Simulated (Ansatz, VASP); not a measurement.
**GdN: VASP beside Ansatz**

```
Gd N
1.0
     0.00000    2.67036    2.67036
     2.67036    0.00000    2.67036
     2.67036    2.67036    0.00000
Gd N
1 1
Direct
  0.00000 0.00000 0.00000
  0.75000 0.75000 0.75000
```

Change from the starting cell: species swapped into the InAs type (F-43m, No. 216).

Alike in both runs: functional PBE; k mesh 6 × 6 × 6; occupations gaussian, width 0.1 eV; collinear spin.

Ansatz relaxed the structure, and its values are those at the end. VASP's run is a single point on that final structure, the one shown.

```csv
,VASP,Ansatz
version,VASP 6.6.1,Ansatz 0.2.0
potentials or method,"VASP PAW PBE potentials, release 64 (Gd, N), cutoff 520 eV","scalar-relativistic, plane waves, PAW"
valence electrons in the cell,23,23
```

```tsv
	VASP	Ansatz	Ansatz less VASP
gap on the k mesh at the Fermi level (eV)	1.18	1.17	-0.011
least direct gap on the mesh (eV)	1.87	1.87	-0.005
pressure (GPa)	0.0	-0.2	-0.19
net moment per atom (μB)	3.50	3.50	0.000
size of the moment on the site where the two differ most (μB)	6.79	6.79	+0.007
```

Site moments also hang on the region over which each program counts them. The functional is the same, so the differences come from potentials, cutoffs and numerics.

Spin-orbit coupling is off throughout.
